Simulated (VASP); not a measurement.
Here is a VASP 6.6.1 calculation.

Contents of POSCAR:

```
V
1.0
    0.0000000000      1.8999727629      1.8999727629
    1.8999727629      0.0000000000      1.8999727629
    1.8999727629      1.8999727629      0.0000000000
V
1
Direct
    0.0000000000      0.0000000000      0.0000000000
```

INCAR.step1

```
  PREC = Accurate
  ENCUT = 520
  ISMEAR = -1
  SIGMA = 0.05
  LREAL = False
  LASPH = True
  NELM = 150
  ISPIN = 2
  MAGMOM = 1
  LMAXMIX = 4
  NBANDS = 16
  GGA = PE
  ALGO = Normal
  EDIFF = 1E-4
  LWAVE = True
  LCHARG = False
```

INCAR.step2

```
  PREC = Accurate
  ENCUT = 520
  EDIFF = 1E-7
  ISMEAR = -1
  SIGMA = 0.05
  LREAL = False
  LASPH = True
  NELM = 150
  ALGO = Normal
  ISIF = 2
  LWAVE = False
  LCHARG = True
  ISPIN = 2
  MAGMOM = 1
  LORBIT = 11
  LMAXMIX = 4
  METAGGA = R2SCAN
  LMIXTAU = True
  LELF = True
  LVHAR = True
  NBANDS = 16
  ISTART = 1
```

The input KPOINTS:

```
regular mesh
0
Gamma
  16 16 16
```

Potentials or basis: VASP PAW PBE potentials, release 64 (V_sv).

Run with:

```console
$ cat potpaw_PBE.64/V_sv/POTCAR > POTCAR
$ cp INCAR.step1 INCAR
$ mpirun -np 1 vasp_std > vasp.out
$ cp INCAR.step2 INCAR
$ mpirun -np 1 vasp_std > vasp.out
```

Task: What does it give for the pressure?

Result: 0.7 GPa.

Task: What does it give for the net moment?

Result: 0.00 μB per cell.

Caveat: the moments typed at the start vanished in this run; the PAW data sets were made with another functional, which shifts forces and pressure a little.
